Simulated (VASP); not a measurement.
# BeCu2SiS4 (I-42m) in VASP: notebook, part 3 of 3

VASP 6.6.1.

### 6 Single point, r2SCAN

This run uses another cell than the first one, of 16.60 Å³/atom.

Input file POSCAR:

```
BeCu2SiS4
1.0
   -2.5029285361      2.5029285361      5.2983880723
    2.5029285361     -2.5029285361      5.2983880723
    2.5029285361      2.5029285361     -5.2983880723
Cu Be Si S
2 1 1 4
Direct
    0.7500000000      0.2500000000      0.5000000000
    0.2500000000      0.7500000000      0.5000000000
    0.0000000000      0.0000000000      0.0000000000
    0.5000000000      0.5000000000      0.0000000000
    0.8665282374      0.8665282374      0.5014164823
    0.1334717626      0.6348882449      0.0000000000
    0.6348882449      0.1334717626      0.0000000000
    0.3651117551      0.3651117551      0.4985835177
```

Input file INCAR.step1:

```
PREC = Accurate
ENCUT = 520
ISMEAR = 0
SIGMA = 0.01
LREAL = False
LASPH = True
NELM = 60
NBANDS = 36
GGA = PE
ALGO = Normal
EDIFF = 1E-4
LWAVE = True
LCHARG = False
```

Input file INCAR.step2:

```
PREC = Accurate
ENCUT = 520
EDIFF = 1E-6
ISMEAR = 0
SIGMA = 0.01
LREAL = False
LASPH = True
NELM = 60
ALGO = Normal
ISIF = 2
LWAVE = False
LCHARG = False
METAGGA = R2SCAN
LMIXTAU = True
NBANDS = 36
ISTART = 1
```

Input file KPOINTS:

```
Automatic mesh
0
Gamma
  8 8 8
```

Potentials or basis: VASP PAW PBE potentials, release 64 (Cu, Be, Si, S).

Run with:

```bash
cat potpaw_PBE.64/Cu/POTCAR potpaw_PBE.64/Be/POTCAR potpaw_PBE.64/Si/POTCAR potpaw_PBE.64/S/POTCAR > POTCAR
cp INCAR.step1 INCAR
mpirun -np 1 vasp_std > vasp.out
cp INCAR.step2 INCAR
mpirun -np 1 vasp_std > vasp.out
```

OUTCAR:

```text
PREC = Accurate
   ENCUT = 520
   EDIFF = 1E-6
   ISMEAR = 0
   LREAL = False
   LASPH = True
   NELM = 60
   ISIF = 2
   METAGGA = R2SCAN
   ISTART = 1

 ion  position               nearest neighbor table
   1  0.750  0.250  0.500-   8 2.27   6 2.27   7 2.27   5 2.27
   2  0.250  0.750  0.500-   8 2.27   7 2.27   6 2.27   5 2.27
   3  0.000  0.000  0.000-   5 2.15   6 2.15   7 2.15   8 2.15
   4  0.500  0.500  0.000-   5 2.16   6 2.16   7 2.16   8 2.16
   5  0.867  0.867  0.501-   3 2.15   4 2.16   1 2.27   2 2.27
   6  0.133  0.635  0.000-   3 2.15   4 2.16   1 2.27   2 2.27
   7  0.635  0.133  0.000-   3 2.15   4 2.16   2 2.27   1 2.27
   8  0.365  0.365  0.499-   3 2.15   4 2.16   2 2.27   1 2.27

  LATTYP: Found a body centered tetragonal cell.
 ALAT       =     5.0058570722
 C/A-ratio  =     2.1168754904

  Lattice vectors:

 A1 = (  -2.5029285361,   2.5029285361,   5.2983880723)
 A2 = (   2.5029285361,  -2.5029285361,   5.2983880723)
[... 191 lines left out ...]
 cond. band min:       7.6128900150   @ k =   0.5000   0.5000   0.5000
 fundamental gap:      1.8803384447
 Fermi energy:         5.8284809268

 k-point     1 :       0.0000    0.0000    0.0000
  band No.  band energies     occupation
      1     -10.4980      2.00000
      2      -8.4188      2.00000
      3      -8.2887      2.00000
      4      -8.2887      2.00000
      5      -3.3915      2.00000
      6      -0.8558      2.00000
[... 925 lines left out ...]
     35      12.5045      0.00000
     36      12.7336      0.00000

 [... further k-points ...]

------------------------ aborting loop because EDIFF is reached ----------------------------------------

  FORCE on cell =-STRESS in cart. coord.  units (eV):
  Direction    XX          YY          ZZ          XY          YZ          ZX
  --------------------------------------------------------------------------------------
  -------------------------------------------------------------------------------------
  Total       -0.0349391     -0.0349391     -0.0374213      0.0000000     -0.0000000      0.0000000
  in kB       -0.4216206     -0.4216206     -0.4515739      0.0000000     -0.0000000      0.0000000
  external PRESSURE =      -0.4316050 kB  Pullay stress =       0.0000000 kB

 VOLUME and BASIS-vectors are now :
 -----------------------------------------------------------------------------
  energy-cutoff  :      520.00
  volume of cell :      132.77
      direct lattice vectors                 reciprocal lattice vectors
    -2.502928536  2.502928536  5.298388072     0.000000000  0.199765991  0.094368324
     2.502928536 -2.502928536  5.298388072     0.199765991  0.000000000  0.094368324
     2.502928536  2.502928536 -5.298388072     0.199765991  0.199765991  0.000000000

 POSITION                                       TOTAL-FORCE (eV/Angst)
 -----------------------------------------------------------------------------------
      0.00000      2.50293      2.64919         0.000000     -0.000000      0.000000
      2.50293      0.00000      2.64919         0.000000     -0.000000     -0.000000
      0.00000      0.00000      0.00000         0.000000     -0.000000     -0.000000
      0.00000      0.00000      5.29839         0.000000     -0.000000     -0.000000
      1.25501      1.25501      6.52571        -0.024173     -0.024173     -0.017673
      1.25501     -1.25501      4.07107        -0.024173      0.024173      0.017673
     -1.25501      1.25501      4.07107         0.024173     -0.024173      0.017673
      1.24792      1.24792      1.22732         0.024173      0.024173     -0.017673
 -----------------------------------------------------------------------------------
    total drift:                                0.000752      0.000752      0.000181

  FREE ENERGIE OF THE ION-ELECTRON SYSTEM (eV)
  ---------------------------------------------------
  free  energy   TOTEN  =       -72.4591495230 eV

  energy  without entropy=      -72.4591495230  energy(sigma->0) =      -72.45914952
```

OSZICAR.step1:

```text
N       E                     dE             d eps       ncg     rms          rms(c)
DAV:   1     0.446772531431E+03    0.44677E+03   -0.22044E+04  4248   0.157E+03
DAV:   2     0.235178483242E+02   -0.42325E+03   -0.40154E+03  4380   0.359E+02
DAV:   3    -0.360977721963E+02   -0.59616E+02   -0.57886E+02  5628   0.147E+02
DAV:   4    -0.399765490302E+02   -0.38788E+01   -0.38414E+01  6616   0.364E+01
DAV:   5    -0.400814053426E+02   -0.10486E+00   -0.10469E+00  6044   0.581E+00    0.182E+01
DAV:   6    -0.403154929782E+02   -0.23409E+00   -0.39497E+01  5968   0.117E+02    0.137E+01
DAV:   7    -0.376285860961E+02    0.26869E+01   -0.11389E+01  5440   0.106E+02    0.824E+00
DAV:   8    -0.380055253297E+02   -0.37694E+00   -0.49812E+00  6736   0.323E+01    0.439E+00
DAV:   9    -0.377676701699E+02    0.23786E+00   -0.14917E+00  6196   0.267E+01    0.908E-01
DAV:  10    -0.377729035911E+02   -0.52334E-02   -0.11357E-01  6456   0.737E+00    0.542E-01
DAV:  11    -0.377714313176E+02    0.14723E-02   -0.33201E-02  6732   0.351E+00    0.160E-01
DAV:  12    -0.377714040886E+02    0.27229E-04   -0.43761E-03  6836   0.129E+00    0.712E-02
DAV:  13    -0.377713941992E+02    0.98893E-05   -0.14578E-04  3772   0.151E-01
   1 F= -.37771394E+02 E0= -.37771394E+02  d E =-.260149E-14
```

It took 36 min on 1 thread of Oxide Virtual Turin-like, shared host; peak memory 0.5 GiB.

Results:

```
Free energy            : -72.4591 eV
Pressure               : 0.0 GPa
Largest force          : 0.038 eV/Å
Band gap on the k mesh : 1.88 eV (least direct gap 2.02 eV)
```

Forces on the atoms (eV/Å):
```
Cu   0.000  0.000  0.000
Cu   0.000  0.000  0.000
Be   0.000  0.000  0.000
Si   0.000  0.000  0.000
S   -0.024 -0.024 -0.018
S   -0.024  0.024  0.018
S    0.024 -0.024  0.018
S    0.024  0.024 -0.018
```

Levels at points of the mesh, in eV from the valence-band top:
| k point | band 22 | band 23 | band 24 | band 25 | band 26 | band 27 | band 28 | band 29 | band 30 | band 31 |
| --- | --- | --- | --- | --- | --- | --- | --- | --- | --- | --- |
| (0.00, 0.00, 0.00) | -1.88 | -1.69 | -1.03 | 0.00 | 0.00 | 2.02 | 2.12 | 3.82 | 4.12 | 4.12 |
| (0.50, 0.00, 0.00) | -1.58 | -1.22 | -1.20 | -0.63 | -0.61 | 3.56 | 3.63 | 3.81 | 4.48 | 4.80 |
| (0.50, 0.50, 0.00) | -1.72 | -1.31 | -0.89 | -0.46 | -0.20 | 1.91 | 3.07 | 3.39 | 4.40 | 4.68 |
| (0.50, 0.50, 0.50) | -1.68 | -1.59 | -1.41 | -0.79 | -0.79 | 1.88 | 2.06 | 2.06 | 2.34 | 3.46 |

Caveat: the PAW data sets were made with another functional, which shifts forces and pressure a little. A k mesh can miss the band edges.

### 7 Overview

```csv
task,level,cell,k mesh,cutoff (eV),smearing,gap on the mesh (eV),pressure (GPa),largest force (eV/Å)
single point,PBE,"a = 6.417 Å, angles 133.8, 133.8, 67.4°, 8 atoms, atomic positions A",6 × 6 × 6,520,fermi-dirac 0.02 eV,1.46,0.0,0.05
single point,r2SCAN,"a = 6.372 Å, angles 133.7, 133.7, 67.5°, 8 atoms, atomic positions A",6 × 6 × 6,520,fermi-dirac 0.02 eV,1.88,0.0,0.04
single point,PBE,"a = 6.372 Å, angles 133.7, 133.7, 67.5°, 8 atoms, atomic positions A",8 × 8 × 8,520,fermi-dirac 0.02 eV,1.58,1.9,0.15
relaxation of cell and atoms,PBE,"relaxed from a = 6.106 Å, angles 131.8, 131.8, 70.5°, 8 atoms, atomic positions B",6 × 6 × 6,600,fermi-dirac 0.02 eV,1.48,0.0,-
single point,r2SCAN,"a = 6.372 Å, angles 133.7, 133.7, 67.5°, 8 atoms, atomic positions A",8 × 8 × 8,520,gaussian 0.01 eV,1.88,0.0,0.04
```

Alike in all rows: potentials or basis VASP PAW PBE potentials, release 64 (Cu, Be, Si, S); no spin polarisation.

Caveats: the PAW data sets were made with another functional, which shifts forces and pressure a little (at least some runs).

Total energies depend on the potentials used, so only differences within one code and one set of settings carry meaning.
